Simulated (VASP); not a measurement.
# MgO (P6_3/mmc) in VASP: notebook

Runs on MgO. Level: PBE. Tasks: single point.

Program: VASP 6.6.1. These are calculated values, not measurements. Logs are shortened: lines on timing, memory, paths and dates and some standing lists are left out, and cuts for length are marked.

**1. The cell of the first run**

It takes space group P6_3/mmc (No. 194, hexagonal). The conventional cell has a = 3.446 Å, b = 3.446 Å, c = 4.284 Å, α = 90.00°, β = 90.00°, γ = 120.00°. Mg (site symmetry -6m2) has 5 O at 1.99 to 2.14 Å within 2.6 Å. Within 2.6 Å of O (site symmetry -6m2) lie 5 Mg at 1.99 to 2.14 Å.

**2. Single point, PBE (volume 11.017 Å^3 an atom, c/a of the conventional cell 1.2432)**

INCAR

```
PREC = Accurate
ENCUT = 520
EDIFF = 1E-6
ISMEAR = 0
SIGMA = 0.05
LREAL = F
LASPH = T
NELM = 80
ALGO = Normal
ISIF = 2
LWAVE = F
LCHARG = F
GGA = PE
NBANDS = 16
```

KPOINTS

```
Automatic mesh
0
Gamma
  9 9 6
```

POSCAR

```
MgO
1.0
    3.4462800756      0.0000000000      0.0000000000
   -1.7231400378      2.9845660940      0.0000000000
    0.0000000000      0.0000000000      4.2844153899
Mg O
2 2
Direct
    0.6666666667      0.3333333333      0.7500000000
    0.3333333333      0.6666666667      0.2500000000
    0.6666666667      0.3333333333      0.2500000000
    0.3333333333      0.6666666667      0.7500000000
```

Potentials or basis: VASP PAW PBE potentials, release 64 (Mg, O).

On the command line:

```sh
$ cat potpaw_PBE.64/Mg/POTCAR potpaw_PBE.64/O/POTCAR > POTCAR
$ mpirun -np 1 vasp_std > vasp.out
```

OUTCAR:

```text
PREC = Accurate
   ENCUT = 520
   EDIFF = 1E-6
   ISMEAR = 0
   LREAL = F
   LASPH = T
   NELM = 80
   ISIF = 2
   GGA = PE

 ion  position               nearest neighbor table
   1  0.667  0.333  0.750-   4 1.99   4 1.99   4 1.99   3 2.14   3 2.14   2 2.92   2 2.92   2 2.92
                             2 2.92   2 2.92   2 2.92
   2  0.333  0.667  0.250-   3 1.99   3 1.99   3 1.99   4 2.14   4 2.14   1 2.92   1 2.92   1 2.92
                             1 2.92   1 2.92   1 2.92
   3  0.667  0.333  0.250-   2 1.99   2 1.99   2 1.99   1 2.14   1 2.14
   4  0.333  0.667  0.750-   1 1.99   1 1.99   1 1.99   2 2.14   2 2.14

  LATTYP: Found a hexagonal cell.
 ALAT       =     3.4462800756
 C/A-ratio  =     1.2432000000

  Lattice vectors:

 A1 = (   3.4462800756,   0.0000000000,   0.0000000000)
 A2 = (  -1.7231400378,   2.9845660940,   0.0000000000)
 A3 = (   0.0000000000,   0.0000000000,   4.2844153899)

Analysis of symmetry for initial positions (statically):
=====================================================================
 Subroutine PRICEL returns:
 Original cell was already a primitive cell.

 Routine SETGRP: Setting up the symmetry group for a
 hexagonal supercell.

 Subroutine GETGRP returns: Found 24 space group operations
 (whereof 12 operations were pure point group operations)
 out of a pool of 24 trial point group operations.

The static configuration has the point symmetry D_3d.
 The point group associated with its full space group is D_6h.

Analysis of symmetry for dynamics (positions and initial velocities):
=====================================================================
 Subroutine PRICEL returns:
 Original cell was already a primitive cell.

 Routine SETGRP: Setting up the symmetry group for a
 hexagonal supercell.

 Subroutine GETGRP returns: Found 24 space group operations
 (whereof 12 operations were pure point group operations)
 out of a pool of 24 trial point group operations.

The dynamic configuration has the point symmetry D_3d.
 The point group associated with its full space group is D_6h.

 Subroutine INISYM returns: Found 24 space group operations
 (whereof 12 operations are pure point group operations),
 and found     1 'primitive' translations

----------------------------------------------------------------------------------------

                                     Primitive cell

  volume of cell :      44.0680

  direct lattice vectors                    reciprocal lattice vectors
     3.446280076  0.000000000  0.000000000     0.290167943  0.167528540  0.000000000
    -1.723140038  2.984566094  0.000000000     0.000000000  0.335057080  0.000000000
     0.000000000  0.000000000  4.284415390     0.000000000  0.000000000  0.233404072

  length of vectors
     3.446280076  3.446280076  4.284415390     0.335057080  0.335057080  0.233404072

  position of ions in fractional coordinates (direct lattice)
     0.666666667  0.333333333  0.750000000
     0.333333333  0.666666667  0.250000000
     0.666666667  0.333333333  0.250000000
     0.333333333  0.666666667  0.750000000

  ion indices of the primitive-cell ions
   primitive index   ion index
                 1           1
                 2           2
                 3           3
                 4           4

----------------------------------------------------------------------------------------

 KPOINTS: Automatic mesh

Automatic generation of k-mesh.
 Grid dimensions read from file:
 generate k-points for:    9    9    6

 Generating k-lattice:

  Cartesian coordinates                     Fractional coordinates (reciprocal lattice)
     0.032240883  0.018614282  0.000000000     0.111111111  0.000000000  0.000000000
     0.000000000  0.037228564  0.000000000     0.000000000  0.111111111  0.000000000
     0.000000000  0.000000000  0.038900679     0.000000000  0.000000000  0.166666667

  Length of vectors
     0.037228564  0.037228564  0.038900679

  Shift w.r.t. Gamma in fractional coordinates (k-lattice)
     0.000000000  0.000000000  0.000000000

 Subroutine IBZKPT returns following result:
 ===========================================

 Found     48 irreducible k-points:

 Following reciprocal coordinates:
            Coordinates               Weight
  0.000000  0.000000  0.000000      1.000000
  0.111111  0.000000  0.000000      6.000000
  0.222222 -0.000000  0.000000      6.000000
  0.333333  0.000000  0.000000      6.000000
  0.444444 -0.000000  0.000000      6.000000
  0.111111  0.111111  0.000000      6.000000
[... 16 lines left out ...]
  0.333333  0.222222  0.166667     24.000000
  0.333333  0.333333  0.166667      4.000000
 [... further k-points ...]
   k-points           NKPTS =     48   k-points in BZ     NKDIM =     48   number of bands    NBANDS=     16
   number of dos      NEDOS =    301   number of ions     NIONS =      4
   total plane-waves  NPLWV =  25088
   dimension x,y,z NGX =    28 NGY =   28 NGZ =   32
   dimension x,y,z NGXF=    56 NGYF=   56 NGZF=   64
   ions per type =               2   2
   NGX,Y,Z   is equivalent  to a cutoff of  13.51, 13.51, 12.42 a.u.
   NGXF,Y,Z  is equivalent  to a cutoff of  27.01, 27.01, 24.83 a.u.
 SYSTEM =  unknown system
   PREC   = accura    normal or accurate (medium, high low for compatibility)
   ISTART =      0    job   : 0-new  1-cont  2-samecut
   ICHARG =      2    charge: 1-file 2-atom 10-const
   ISPIN  =      1    spin polarized calculation?
   LNONCOLLINEAR =      F non collinear calculations
   LSORBIT =      F    spin-orbit coupling
   LASPH  =      T    aspherical Exc in radial PAW
   ENCUT  =  520.0 eV  38.22 Ry    6.18 a.u.   6.41  6.41  7.97*2*pi/ulx,y,z
   NELM   =     80;   NELMIN=  2; NELMDL= -5     # of ELM steps
   EDIFF  = 0.1E-05   stopping-criterion for ELM
   LREAL  =      F    real-space projection
   EDIFFG = 0.1E-04   stopping-criterion for IOM
   NSW    =      0    number of steps for IOM
   IBRION =     -1    ionic relax: 0-MD 1-quasi-New 2-CG
   NFREE  =      0    steps in history (QN), initial steepest desc. (CG)
   ISIF   =      2    stress and relaxation
   ISYM   =      2    0-nonsym 1-usesym 2-fastsym
   POTIM  = 0.5000    time-step for ionic-motion
   TEBEG  =    0.0;   TEEND  =   0.0 temperature during run
   PSTRESS=    0.0 pullay stress
   NELECT =      16.0000    total number of electrons
   NUPDOWN=      -1.0000    fix difference up-down
   EMIN   =  10.00;   EMAX   =-10.00  energy-range for DOS
   EFERMI =   0.00;   METHOD = LEGACY
   ISMEAR =     0;   SIGMA  =   0.05  broadening in eV -4-tet -1-fermi 0-gaus
   EFERMI_NEDOS =   21; number of points for ismear=-14 and -15
   IALGO  =     38    algorithm
   IMIX   =      4    mixing-type and parameters
     AMIX     =   0.40;   BMIX     =  1.00
     AMIX_MAG =   1.60;   BMIX_MAG =  1.00
  volume/ion in A,a.u.               =      11.02        74.35
  Fermi-wavevector in a.u.,A,eV,Ry     =   1.167904  2.207018 18.558335  1.363999
  Thomas-Fermi vector in A             =   2.304398
   LORBIT       =      0    0 simple, 1 ext, 2 COOP (PROOUT), +10 PAW based schemes
   GGA     = PE    functional components
   LHFCALC =     F    Hartree Fock is set to
   AEXX    =    0.0000 exact exchange contribution
   IVDW    =     0    specifies the selected vdW correction
   LEPSILON=     F    determine dielectric tensor
   LRPA    =     F    only Hartree local field effects (RPA)
 non-spin polarized calculation
 Gauss-broadening in eV      SIGMA  =   0.05
  energy-cutoff  :      520.00
  volume of cell :       44.07
 maximum number of plane-waves:      1200
 NGX is ok and might be reduce to    28
   NGX = 13   NGY = 13   NGZ = 15

 number of electron      15.9999991 magnetization

 Free energy of the ion-electron system (eV)
  ---------------------------------------------------
  ext. energy  EPLUGINS =         0.00000000
  ---------------------------------------------------
  free energy    TOTEN  =       -23.64331165 eV

  energy without entropy =      -23.64331165  energy(sigma->0) =      -23.64331165

 E-fermi :   2.3603     XC(G=0): -10.0741

 val. band max:        2.0505038135   @ k =   0.0000   0.0000   0.0000
 cond. band min:       5.4356567081   @ k =   0.0000   0.0000   0.0000
 fundamental gap:      3.3851528947
 Fermi energy:         2.3602747191

 k-point     1 :       0.0000    0.0000    0.0000
  band No.  band energies     occupation
      1     -14.9188      2.00000
      2     -13.5870      2.00000
      3      -1.7001      2.00000
      4       0.3262      2.00000
      5       0.3262      2.00000
      6       1.1598      2.00000
[... 8 lines left out ...]
     15      17.7474      0.00000
     16      17.7569      0.00000

 k-point     2 :       0.1111    0.0000    0.0000
  band No.  band energies     occupation
      1     -14.8566      2.00000
      2     -13.5922      2.00000
      3      -1.5989      2.00000
      4       0.1165      2.00000
      5       0.2327      2.00000
      6       0.8520      2.00000
[... 8 lines left out ...]
     15      17.1439      0.00000
     16      17.1675      0.00000

 k-point     3 :       0.2222   -0.0000    0.0000
  band No.  band energies     occupation
      1     -14.6857      2.00000
      2     -13.6169      2.00000
      3      -1.3087      2.00000
      4      -0.4896      2.00000
      5       0.0373      2.00000
      6       0.4054      2.00000
[... 8 lines left out ...]
     15      16.1422      0.00000
     16      16.5366      0.00000

 k-point     4 :       0.3333    0.0000    0.0000
  band No.  band energies     occupation
      1     -14.4533      2.00000
      2     -13.6796      2.00000
      3      -1.1482      2.00000
      4      -0.8780      2.00000
      5      -0.1453      2.00000
      6       0.1014      2.00000
[... 8 lines left out ...]
     15      16.3449      0.00000
     16      16.3988      0.00000

 k-point     5 :       0.4444   -0.0000    0.0000
  band No.  band energies     occupation
      1     -14.2495      2.00000
      2     -13.7708      2.00000
      3      -1.5380      2.00000
      4      -0.4472      2.00000
      5      -0.2506      2.00000
      6      -0.0579      2.00000
[... 8 lines left out ...]
     15      16.4219      0.00000
     16      16.8259      0.00000

 k-point     6 :       0.1111    0.1111    0.0000
  band No.  band energies     occupation
      1     -14.7399      2.00000
      2     -13.6072      2.00000
      3      -1.4029      2.00000
      4      -0.1864      2.00000
      5      -0.0967      2.00000
      6       0.6198      2.00000
[... 8 lines left out ...]
     15      16.5192      0.00000
     16      16.5849      0.00000
[... 267 lines left out ...]
 k-point    21 :       0.4444    0.1111    0.1667
  band No.  band energies     occupation
      1     -14.1447      2.00000
      2     -13.8208      2.00000
      3      -1.7083      2.00000
      4      -0.6460      2.00000
      5      -0.4704      2.00000
      6       0.2280      2.00000
[... 8 lines left out ...]
     15      15.7899      0.00000
     16      17.1732      0.00000

 k-point    22 :       0.2222    0.2222    0.1667
  band No.  band energies     occupation
      1     -14.2814      2.00000
      2     -13.7556      2.00000
      3      -1.2408      2.00000
      4      -1.1800      2.00000
      5      -0.1087      2.00000
      6       0.1952      2.00000
[... 8 lines left out ...]
     15      16.0676      0.00000
     16      17.6698      0.00000

 k-point    23 :       0.3333    0.2222    0.1667
  band No.  band energies     occupation
      1     -14.1032      2.00000
      2     -13.8418      2.00000
      3      -1.5123      2.00000
      4      -0.9158      2.00000
      5      -0.5088      2.00000
      6       0.4548      2.00000
[... 8 lines left out ...]
     15      15.9118      0.00000
     16      17.7828      0.00000

 k-point    24 :       0.3333    0.3333    0.1667
  band No.  band energies     occupation
      1     -13.9565      2.00000
      2     -13.9565      2.00000
      3      -1.4677      2.00000
      4      -0.7978      2.00000
      5      -0.7978      2.00000
      6       0.7342      2.00000
[... 8 lines left out ...]
     15      15.8481      0.00000
     16      18.6525      0.00000

 [... further k-points ...]

------------------------ aborting loop because EDIFF is reached ----------------------------------------

  FORCE on cell =-STRESS in cart. coord.  units (eV):
  Direction    XX          YY          ZZ          XY          YZ          ZX
  --------------------------------------------------------------------------------------
  -------------------------------------------------------------------------------------
  Total        1.5782981      1.5782981      0.0444450      0.0000000     -0.0000000      0.0000000
  in kB       57.3820776     57.3820776      1.6158838      0.0000000     -0.0000000      0.0000000
  external PRESSURE =      38.7933463 kB  Pullay stress =       0.0000000 kB

 VOLUME and BASIS-vectors are now :
 -----------------------------------------------------------------------------
  energy-cutoff  :      520.00
  volume of cell :       44.07
      direct lattice vectors                 reciprocal lattice vectors
     3.446280076  0.000000000  0.000000000     0.290167943  0.167528540  0.000000000
    -1.723140038  2.984566094  0.000000000     0.000000000  0.335057080  0.000000000
     0.000000000  0.000000000  4.284415390     0.000000000  0.000000000  0.233404072

 POSITION                                       TOTAL-FORCE (eV/Angst)
 -----------------------------------------------------------------------------------
      1.72314      0.99486      3.21331         0.000000     -0.000000     -0.000000
     -0.00000      1.98971      1.07110        -0.000000      0.000000     -0.000000
      1.72314      0.99486      1.07110        -0.000000      0.000000      0.000000
     -0.00000      1.98971      3.21331         0.000000     -0.000000      0.000000
 -----------------------------------------------------------------------------------
    total drift:                               -0.000000      0.000000     -0.000000

  FREE ENERGIE OF THE ION-ELECTRON SYSTEM (eV)
  ---------------------------------------------------
  free  energy   TOTEN  =       -23.6433116485 eV

  energy  without entropy=      -23.6433116485  energy(sigma->0) =      -23.64331165
```

Run time: 29 s. Hardware: 1 thread of Intel Xeon 6975P-C, shared host; peak memory 0.18 GiB.

Results:

```
Free energy            : -23.6433 eV
Pressure               : 3.9 GPa
Band gap on the k mesh : 3.39 eV, direct
```

Levels at points of the mesh, in eV from the valence-band top:
```tsv
k point	band 4	band 5	band 6	band 7	band 8	band 9	band 10	band 11	band 12	band 13
(0.00, 0.00, 0.00)	-1.72	-1.72	-0.89	-0.89	0.00	3.39	9.32	11.87	12.74	12.74
(0.00, 0.00, 0.50)	-2.45	-1.32	-1.32	-1.32	-1.32	6.39	6.39	13.10	13.10	13.10
```

**3. Single point, PBE (volume 11.017 Å^3 an atom, c/a of the conventional cell 1.2039)**

INCAR

```
ALGO = Normal
EDIFF = 1E-7
ENCUT = 520
GGA = PE
ISIF = 2
ISMEAR = 0
LASPH = True
LCHARG = False
LREAL = False
LWAVE = False
NBANDS = 16
NELM = 100
PREC = Accurate
SIGMA = 0.05
```

KPOINTS

```
k-points
0
Gamma
  9 9 6
```

POSCAR

```
MgO
1.0
    3.4833602379      0.0000000000      0.0000000000
   -1.7416801190      3.0166784565      0.0000000000
    0.0000000000      0.0000000000      4.1936861840
Mg O
2 2
Direct
    0.6666666667      0.3333333333      0.7500000000
    0.3333333333      0.6666666667      0.2500000000
    0.6666666667      0.3333333333      0.2500000000
    0.3333333333      0.6666666667      0.7500000000
```

Potentials or basis: VASP PAW PBE potentials, release 64 (Mg, O).

On the command line:

```sh
$ cat potpaw_PBE.64/Mg/POTCAR potpaw_PBE.64/O/POTCAR > POTCAR
$ mpirun -np 1 vasp_std > vasp.out
```

It took 45 s on 1 thread of Intel Xeon 6975P-C, shared host; peak memory 0.18 GiB.

Results (log left out):

```
Free energy            : -23.6598 eV
Pressure               : 3.7 GPa
Band gap on the k mesh : 3.42 eV, direct
```

Levels at points of the mesh, in eV from the valence-band top:
```tsv
k point	band 6	band 7	band 8	band 9	band 10	band 11
(0.00, 0.00, 0.00)	-0.81	-0.81	0.00	3.42	9.45	12.20
(0.00, 0.00, 0.50)	-1.29	-1.29	-1.29	6.45	6.45	12.92
```
